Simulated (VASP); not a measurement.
Crystal: CuO.

```
Cu O
1.0
     2.36810   -1.73053    0.00000
     2.36810    1.73053    0.00000
    -0.86916    0.00000    5.05944
Cu O
2 2
Direct
  0.49680 0.00320 0.50000
  0.00320 0.49680 0.00000
  0.40560 0.57140 0.75370
  0.57140 0.40560 0.25370
```

| Item | Value |
| --- | --- |
| Program | VASP 6.6.1 |
| Task | relaxation of the atoms |
| Functional | PBE |
| Potentials or basis | VASP PAW PBE potentials, release 64 (Cu, O) |
| Cutoff | 520 eV |
| k mesh | 8 × 8 × 5 |
| Occupations | fermi-dirac, width 0.05 eV |
| Spin | no spin polarisation |

At the start: pressure 3.1 GPa; volume 10.37 Å³/atom.

Where does the relaxation end?

Over 9 steps the energy falls by 15.0 meV/atom at a fixed cell; space group Cc (No. 9, to 0.1 Å) before, C2/c (No. 15, to 0.1 Å).

Step by step:
```tsv
step	energy change (eV)	largest force (eV/Å)	pressure (GPa)
1	0.0000	0.7390	3.07
2	-0.0504	0.2213	2.88
3	-0.0504	0.2191	2.86
4	-0.0547	0.1634	3.13
5	-0.0598	0.0393	3.83
6	-0.0600	0.0235	4.03
7	-0.0600	0.0228	4.02
8	-0.0600	0.0169	4.02
9	-0.0600	0.0053	4.02
```

Final structure:
```xyz
4
Lattice="2.3681 -1.7305 0.0000 2.3681 1.7305 0.0000 -0.8692 0.0000 5.0594" Properties=species:S:1:pos:R:3 pbc="T T T"
Cu    3.0892    0.8645    2.5393
Cu    3.5237   -0.8645    0.0095
O     1.6869    0.2302    3.8038
O     2.1215   -0.2302    1.2740
```
